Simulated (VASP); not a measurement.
Write the native input for VASP 6.6.1 that does the following.

| Quantity | Value |
| --- | --- |
| Task | single point |
| Functional | LDA |
| Potentials or basis | VASP PAW LDA potentials, release 64 (Bi_d) |
| Cutoff | 520 eV |
| k mesh | 9 × 9 × 9 |
| Occupations | methfessel-paxton, width 0.03 eV |
| Spin | no spin polarisation |
| Dipole correction | no |
| Further INCAR settings | ALGO = Normal; EDIFF = 1e-07; NBANDS = 22 |

The structure of Bi lies in POSCAR:

```
Bi
1.0
    2.2451514826      1.2962388128      3.8388382945
   -2.2451514826      1.2962388128      3.8388382945
    0.0000000000     -2.5924776257      3.8388382945
Bi
2
Direct
    0.2371145469      0.2371145469      0.2371145469
    0.7628854531      0.7628854531      0.7628854531
```

These files were run (other wordings do the same):

INCAR

```
ALGO = Normal ; EDIFF = 1E-7
ENCUT = 520 ; ISIF = 2
ISMEAR = 1 ; LASPH = True
LCHARG = True ; LELF = True
LREAL = False ; LVHAR = True
LWAVE = False ; NBANDS = 22
NELM = 60 ; PREC = Accurate
SIGMA = 0.03
```

KPOINTS

```
k-points
0
Gamma
  9 9 9
```

Potentials or basis: VASP PAW LDA potentials, release 64 (Bi_d).

Launch:

```console
$ cat potpaw_LDA.64/Bi_d/POTCAR > POTCAR
$ mpirun -np 1 vasp_std > vasp.out
```

It gave:

```yaml
Pressure: 0.1 GPa
Largest_force: 0.011 eV/Å
Band_gap_on_the_k_mesh: zero (band 15 reaches 6.64 eV, above the bottom of band 16 at 6.61 eV)
```

Caveat: spin-orbit coupling is left out, which moves the levels of the heavy elements.

It took 53 s on 1 thread of Intel(R) Xeon(R) 6975P-C (Granite Rapids), on a shared host, peak memory 0.22 GiB.
